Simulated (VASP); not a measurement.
# MgO (Fm-3m) in VASP: further runs, part 2 of 3

VASP 6.6.1. The steps go on from the part before.

### 3 Relaxation of cell and atoms, r2SCAN, target pressure 1 GPa, at which the enthalpy is minimised

This run uses another cell than the first one, of 9.29 Å³/atom, 1.012 times its volume.

File POSCAR:

```
MgO
1.0
    0.0000000000      2.1021666359      2.1021666359
    2.1021666359      0.0000000000      2.1021666359
    2.1021666359      2.1021666359      0.0000000000
Mg O
1 1
Direct
    0.0000000000      0.0000000000      0.0000000000
    0.5000000000      0.5000000000      0.5000000000
```

File INCAR.step1:

```
PREC = Accurate
ENCUT = 600
ISMEAR = 0
SIGMA = 0.01
LREAL = F
LASPH = T
NELM = 100
GGA = PE
ALGO = Normal
EDIFF = 1E-4
LWAVE = T
LCHARG = F
```

File INCAR.step2:

```
PREC = Accurate
ENCUT = 600
EDIFF = 1E-6
ISMEAR = 0
SIGMA = 0.01
LREAL = F
LASPH = T
NELM = 100
ALGO = Normal
ISIF = 3
LWAVE = F
LCHARG = F
METAGGA = R2SCAN
LMIXTAU = T
IBRION = 2
NSW = 100
EDIFFG = -0.002
PSTRESS = 10.0
ISTART = 1
```

File KPOINTS:

```
Automatic mesh
0
Gamma
  10 10 10
```

Potentials or basis: VASP PAW PBE potentials, release 64 (Mg, O).

Command:

```sh
cat potpaw_PBE.64/Mg/POTCAR potpaw_PBE.64/O/POTCAR > POTCAR
cp INCAR.step1 INCAR
mpirun -np 1 vasp_std > vasp.out
cp INCAR.step2 INCAR
mpirun -np 1 vasp_std > vasp.out
```

OUTCAR:

```text
PREC = Accurate
   ENCUT = 600
   EDIFF = 1E-6
   ISMEAR = 0
   LREAL = F
   LASPH = T
   NELM = 100
   ISIF = 3
   METAGGA = R2SCAN
   IBRION = 2
   NSW = 100
   EDIFFG = -0.002
   PSTRESS = 10.0
   ISTART = 1

 ion  position               nearest neighbor table
   1  0.000  0.000  0.000-   2 2.10   2 2.10   2 2.10   2 2.10   2 2.10   2 2.10
   2  0.500  0.500  0.500-   1 2.10   1 2.10   1 2.10   1 2.10   1 2.10   1 2.10

  LATTYP: Found a face centered cubic cell.
 ALAT       =     4.2043332718

  Lattice vectors:

 A1 = (   0.0000000000,   2.1021666359,   2.1021666359)
 A2 = (   2.1021666359,   0.0000000000,   2.1021666359)
 A3 = (   2.1021666359,   2.1021666359,   0.0000000000)

Analysis of symmetry for initial positions (statically):
=====================================================================
 Subroutine PRICEL returns:
 Original cell was already a primitive cell.

 Routine SETGRP: Setting up the symmetry group for a
 face centered cubic supercell.

 Subroutine GETGRP returns: Found 48 space group operations
 (whereof 48 operations were pure point group operations)
 out of a pool of 48 trial point group operations.

The static configuration has the point symmetry O_h .

Analysis of symmetry for dynamics (positions and initial velocities):
=====================================================================
 Subroutine PRICEL returns:
 Original cell was already a primitive cell.

 Routine SETGRP: Setting up the symmetry group for a
 face centered cubic supercell.

 Subroutine GETGRP returns: Found 48 space group operations
 (whereof 48 operations were pure point group operations)
 out of a pool of 48 trial point group operations.

The dynamic configuration has the point symmetry O_h .

 Subroutine INISYM returns: Found 48 space group operations
 (whereof 48 operations are pure point group operations),
 and found     1 'primitive' translations

----------------------------------------------------------------------------------------

                                     Primitive cell

  volume of cell :      18.5794

  direct lattice vectors                    reciprocal lattice vectors
     0.000000000  2.102166636  2.102166636    -0.237849841  0.237849841  0.237849841
     2.102166636  0.000000000  2.102166636     0.237849841 -0.237849841  0.237849841
     2.102166636  2.102166636  0.000000000     0.237849841  0.237849841 -0.237849841

  length of vectors
     2.972912567  2.972912567  2.972912567     0.411968009  0.411968009  0.411968009

  position of ions in fractional coordinates (direct lattice)
     0.000000000  0.000000000  0.000000000
     0.500000000  0.500000000  0.500000000

  ion indices of the primitive-cell ions
   primitive index   ion index
                 1           1
                 2           2

----------------------------------------------------------------------------------------

 KPOINTS: Automatic mesh

Automatic generation of k-mesh.
 Grid dimensions read from file:
[... 24 lines left out ...]
  0.200000  0.000000  0.000000      8.000000
  0.300000  0.000000  0.000000      8.000000
  0.400000  0.000000  0.000000      8.000000
  0.500000  0.000000  0.000000      4.000000
[... 16 lines left out ...]
  0.300000  0.300000  0.000000      6.000000
  0.400000  0.300000  0.000000     24.000000
 [... further k-points ...]
   k-points           NKPTS =     47   k-points in BZ     NKDIM =     47   number of bands    NBANDS=      8
   number of dos      NEDOS =    301   number of ions     NIONS =      2
   total plane-waves  NPLWV =  13824
   dimension x,y,z NGX =    24 NGY =   24 NGZ =   24
   dimension x,y,z NGXF=    48 NGYF=   48 NGZF=   48
   ions per type =               1   1
   NGX,Y,Z   is equivalent  to a cutoff of  13.42, 13.42, 13.42 a.u.
   NGXF,Y,Z  is equivalent  to a cutoff of  26.84, 26.84, 26.84 a.u.
 SYSTEM =  unknown system
   PREC   = accura    normal or accurate (medium, high low for compatibility)
   ISTART =      1    job   : 0-new  1-cont  2-samecut
   ICHARG =      0    charge: 1-file 2-atom 10-const
   ISPIN  =      1    spin polarized calculation?
   LNONCOLLINEAR =      F non collinear calculations
   LSORBIT =      F    spin-orbit coupling
   LASPH  =      T    aspherical Exc in radial PAW
   ENCUT  =  600.0 eV  44.10 Ry    6.64 a.u.   5.94  5.94  5.94*2*pi/ulx,y,z
   NELM   =    100;   NELMIN=  2; NELMDL=  0     # of ELM steps
   EDIFF  = 0.1E-05   stopping-criterion for ELM
   LREAL  =      F    real-space projection
   EDIFFG = -.2E-02   stopping-criterion for IOM
   NSW    =    100    number of steps for IOM
   IBRION =      2    ionic relax: 0-MD 1-quasi-New 2-CG
   NFREE  =      1    steps in history (QN), initial steepest desc. (CG)
   ISIF   =      3    stress and relaxation
   ISYM   =      2    0-nonsym 1-usesym 2-fastsym
   POTIM  = 0.5000    time-step for ionic-motion
   TEBEG  =    0.0;   TEEND  =   0.0 temperature during run
   PSTRESS=   10.0 pullay stress
   NELECT =       8.0000    total number of electrons
   NUPDOWN=      -1.0000    fix difference up-down
   EMIN   =  10.00;   EMAX   =-10.00  energy-range for DOS
   EFERMI =   0.00;   METHOD = LEGACY
   ISMEAR =     0;   SIGMA  =   0.01  broadening in eV -4-tet -1-fermi 0-gaus
   EFERMI_NEDOS =   21; number of points for ismear=-14 and -15
   IALGO  =     38    algorithm
   IMIX   =      4    mixing-type and parameters
     AMIX     =   0.40;   BMIX     =  1.00
     AMIX_MAG =   1.60;   BMIX_MAG =  1.00
  volume/ion in A,a.u.               =       9.29        62.69
  Fermi-wavevector in a.u.,A,eV,Ry     =   1.236216  2.336109 20.792831  1.528230
  Thomas-Fermi vector in A             =   2.370834
   LORBIT       =      0    0 simple, 1 ext, 2 COOP (PROOUT), +10 PAW based schemes
   METAGGA = R2SCAN    functional components
   LHFCALC =     F    Hartree Fock is set to
   AEXX    =    0.0000 exact exchange contribution
   IVDW    =     0    specifies the selected vdW correction
   LEPSILON=     F    determine dielectric tensor
   LRPA    =     F    only Hartree local field effects (RPA)
 conjugate gradient relaxation of ions
 non-spin polarized calculation
 Gauss-broadening in eV      SIGMA  =   0.01
  energy-cutoff  :      600.00
  volume of cell :       18.58
 maximum number of plane-waves:       636
   NGX = 11   NGY = 11   NGZ = 11

--------------------------------------- Ionic step        1  -------------------------------------------

 number of electron       8.0000004 magnetization

 Free energy of the ion-electron system (eV)
  ---------------------------------------------------
  ext. energy  EPLUGINS =         0.00000000
  ---------------------------------------------------
  free energy    TOTEN  =       -16.16496457 eV

  energy without entropy =      -16.16496457  energy(sigma->0) =      -16.16496457

------------------------ aborting loop because EDIFF is reached ----------------------------------------

  FORCE on cell =-STRESS in cart. coord.  units (eV):
  Direction    XX          YY          ZZ          XY          YZ          ZX
  --------------------------------------------------------------------------------------
  -------------------------------------------------------------------------------------
  Total       -0.1575663     -0.1575663     -0.1575663      0.0000000      0.0000000     -0.0000000
  in kB      -13.5875888    -13.5875888    -13.5875888      0.0000000      0.0000000     -0.0000000
  external PRESSURE =     -23.5875888 kB  Pullay stress =      10.0000000 kB
[... 63 lines left out ...]
--------------------------------------- Ionic step        3  -------------------------------------------

 number of electron       8.0000003 magnetization

 Free energy of the ion-electron system (eV)
  ---------------------------------------------------
  ext. energy  EPLUGINS =         0.00000000
  ---------------------------------------------------
  free energy    TOTEN  =       -16.16528014 eV

  energy without entropy =      -16.16528014  energy(sigma->0) =      -16.16528014

 E-fermi :   3.0014     XC(G=0): -11.6937

 val. band max:        2.9179840052   @ k =   0.0000   0.0000   0.0000
 cond. band min:       8.7245162134   @ k =   0.0000   0.0000   0.0000
 fundamental gap:      5.8065322082
 Fermi energy:         3.0013998992

 k-point     1 :       0.0000    0.0000    0.0000
  band No.  band energies     occupation
      1     -15.3819      2.00000
      2       2.9180      2.00000
      3       2.9180      2.00000
      4       2.9180      2.00000
      5       8.7245      0.00000
      6      19.8701      0.00000
      7      19.8701      0.00000
      8      19.8701      0.00000
[... 243 lines left out ...]
 k-point    24 :       0.4000    0.3000    0.0000
  band No.  band energies     occupation
      1     -14.1334      2.00000
      2      -0.7243      2.00000
      3       1.5711      2.00000
      4       1.7896      2.00000
      5      13.6780      0.00000
      6      14.1545      0.00000
      7      17.9092      0.00000
      8      22.6566      0.00000

 [... further k-points ...]
[... 5 lines left out ...]
  --------------------------------------------------------------------------------------
  -------------------------------------------------------------------------------------
  Total        0.1151894      0.1151894      0.1151894      0.0000000     -0.0000000      0.0000000
  in kB       10.0728128     10.0728128     10.0728128      0.0000000     -0.0000000      0.0000000
  external PRESSURE =       0.0728128 kB  Pullay stress =      10.0000000 kB
[... 21 lines left out ...]
  energy  without entropy=      -16.1652801405  energy(sigma->0) =      -16.16528014

  enthalpy is  TOTEN    =       -16.0509233766 eV   P V=        0.1143567639

 reached required accuracy - stopping structural energy minimisation
```

Run time: 52 s. Hardware: 1 thread of Intel Xeon Platinum 8488C (Sapphire Rapids), shared host; peak memory 0.15 GiB.

What came out:

| Property | Result |
| --- | --- |
| Free energy | -16.1653 eV |
| Relaxed volume | 9.16 Å³/atom |
| Relaxed cell | a = 2.959 Å, b = 2.959 Å, c = 2.959 Å, α = 60.00°, β = 60.00°, γ = 60.00° |
| Space group after relaxing (to 0.05 Å) | Fm-3m (No. 225) |
| Energy change on relaxing (the enthalpy is what falls) | -0.2 meV/atom |
| Ionic steps | 3 |
| Pressure after relaxing | 1.0 GPa |
| Band gap on the k mesh | 5.81 eV, direct |

Step by step:
```
step  energy change (eV)  largest force (eV/Å)  pressure (GPa)  volume (Å³)
   1              0.0000                0.0000           -1.36        18.58
   2              0.0007                0.0000            2.05        18.21
   3             -0.0003                0.0000            1.01        18.32
```

Final structure:
```
Mg O
1.0
     0.00000    2.09241    2.09241
     2.09241    0.00000    2.09241
     2.09241    2.09241    0.00000
Mg O
1 1
Direct
  0.00000 0.00000 0.00000
  0.50000 0.50000 0.50000
```

Caveat: the cell is relaxed towards a set pressure, so the enthalpy falls and the energy may rise; the PAW data sets were made with another functional, which shifts forces and pressure a little.

(Part 2 of 3 ends here.)
